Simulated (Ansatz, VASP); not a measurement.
# Cu in VASP and in Ansatz

```
Cu
1.0
    -1.45709    1.45709    1.37956
     1.45709   -1.45709    1.37956
     1.49397    1.49397   -1.37956
Cu
1
Direct
  0.00000 0.00000 0.00000
```

Change from the starting cell: strain +0.0250 x Voigt [0, 0, 0, 0, 0, 1], atoms carried along.

Alike in both runs: task single point; functional PBE; k mesh 30 × 30 × 30; occupations gaussian, width 0.15 eV; no spin polarisation.

|  | VASP | Ansatz |
| --- | --- | --- |
| version | VASP 6.6.1 | Ansatz 0.2.0 |
| potentials or method | VASP PAW PBE potentials, release 64 (Cu), cutoff 520 eV | scalar-relativistic, plane waves, PAW |
| valence electrons in the cell | 11 | 19 |

|  | VASP | Ansatz | Ansatz less VASP |
| --- | --- | --- | --- |
| gap on the k mesh at the Fermi level (eV) | none | none | - |
| pressure (GPa) | 0.7 | 0.1 | -0.63 |
| traceless stress, the component that is largest in VASP (GPa) | -2.55 | -2.57 | -0.015 |

A gap of «none» marks a metal or a gap that the smearing closes. The functional is the same, so the differences come from potentials, cutoffs and numerics. VASP's potentials hold 11 valence electrons a cell and Ansatz's 19, so a difference there can come from the potentials and not from the codes.
